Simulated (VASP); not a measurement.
Runs of VASP 6.6.1 on MgO. The structure is that of space group P6_3/mmc (No. 194), or close to it. The cells are those of the table. 

```tsv
cell	gap on the mesh (eV)	pressure (GPa)
a = 3.378, b = 3.378, c = 4.404 Å, angles 90.0, 90.0, 120.0°, 4 atoms	3.28	(b)
a = 3.670, b = 3.670, c = 4.404 Å, angles 90.0, 90.0, 120.0°, 4 atoms	2.57	-14.7
a = 3.670, b = 3.670, c = 4.195 Å, angles 90.0, 90.0, 120.0°, 4 atoms	2.89	-10.2
a = 3.320, b = 3.320, c = 4.055 Å, angles 90.0, 90.0, 120.0°, 4 atoms	(c)	23.3
a = 3.495, b = 3.495, c = 4.125 Å, angles 90.0, 90.0, 120.0°, 4 atoms	(a)	2.0
```

Alike in all rows: task single point; level PBEsol; potentials or basis VASP PAW PBE potentials, release 64 (Mg, O); no spin polarisation; k mesh 9 × 9 × 6; cutoff (eV) 520; smearing gaussian 0.05 eV.

Problem. Estimate the missing entries.

Solution. (a) 3.37; (b) 3.6; (c) 3.97.

Caveats: the PAW data sets were made with another functional, which shifts forces and pressure a little.

